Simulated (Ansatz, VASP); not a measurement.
**One calculation of Co, two programs**

The input POSCAR:

```
Co
1.0
    2.4537477140      0.0000000000      0.0000000000
   -1.2268738570      2.1250078548      0.0000000000
    0.0000000000      0.0000000000      4.0083734539
Co
2
Direct
    0.3333333333      0.6666666667      0.7401390000
    0.6666666667      0.3333333333      0.2598610000
```

The input INCAR.step1:

```
  PREC = Accurate
  ENCUT = 520
  ISMEAR = -1
  SIGMA = 0.05
  LREAL = False
  LASPH = True
  NELM = 150
  ISPIN = 2
  MAGMOM = 2 2
  LMAXMIX = 4
  NBANDS = 20
  GGA = PE
  ALGO = Normal
  EDIFF = 1E-4
  LWAVE = True
  LCHARG = False
```

The input INCAR.step2:

```
  PREC = Accurate
  ENCUT = 520
  EDIFF = 1E-6
  ISMEAR = -1
  SIGMA = 0.05
  LREAL = False
  LASPH = True
  NELM = 150
  ALGO = Normal
  ISIF = 2
  LWAVE = False
  LCHARG = True
  ISPIN = 2
  MAGMOM = 2 2
  LORBIT = 11
  LMAXMIX = 4
  METAGGA = R2SCAN
  LMIXTAU = True
  LELF = True
  LVHAR = True
  NBANDS = 20
  ISTART = 1
```

KPOINTS

```
Automatic mesh
0
Gamma
  12 12 7
```

input.yaml

```yaml
crystal:
  lattice:
    - [2.453747714, 0.0, 0.0]
    - [-1.226873857, 2.1250078548, 0.0]
    - [0.0, 0.0, 4.0083734539]
  atoms:
    - { symbol: Co, position: [0.3333333333, 0.6666666667, 0.740139], spin: 2.0 }
    - { symbol: Co, position: [0.6666666667, 0.3333333333, 0.259861], spin: 2.0 }
hamiltonian:
  xc: r2scan
  pseudopotentials: { kind: paw }
magnetization:
  spin_polarized: true
kpoints:
  mp_grid: { grid: [12, 12, 7] }
scf:
  occupations: { method: fermi_dirac, width: 0.05 }
output:
  forces: true
  stress: true
  eigenvalues: true
```

Alike in both runs: task single point; functional r2SCAN; k mesh 12 × 12 × 7; occupations fermi-dirac, width 0.05 eV; collinear spin.

|  | VASP | Ansatz |
| --- | --- | --- |
| version | VASP 6.6.1 | Ansatz 0.2.0 |
| potentials or method | VASP PAW PBE potentials, release 64 (Co) | Ansatz PAW |
| plane-wave cutoff (eV) | 520 | 500 |
| valence electrons in the cell | 18 | 34 |

Ansatz gave:

| Property | Result |
| --- | --- |
| gap on the k mesh at the Fermi level (eV) | none |
| pressure (GPa) | 6.1 |
| traceless stress, the component that is largest in VASP (GPa) | 0.39 |
| rms of the force components (eV/Å) | 0.190 |
| net moment per atom (μB) | 1.78 |
| size of the moment on the site where the two differ most (μB) | 1.91 |

Which values does VASP return?

gap on the k mesh at the Fermi level (eV): none; pressure (GPa): 5.9; traceless stress, the component that is largest in VASP (GPa): 0.25; rms of the force components (eV/Å): 0.189; net moment per atom (μB): 1.77; size of the moment on the site where the two differ most (μB): 1.82.

VASP's potentials were made for PBE, not for r2SCAN. Site moments also hang on the region over which each program counts them. Atom by atom the forces differ by 0.001 eV/Å (rms over components). A gap of «none» marks a metal or a gap that the smearing closes. VASP's potentials hold 18 valence electrons a cell and Ansatz's 34, so a difference there can come from the potentials and not from the codes.

Noted on Ansatz's run: the magnetic or orbital state may not be the lowest.
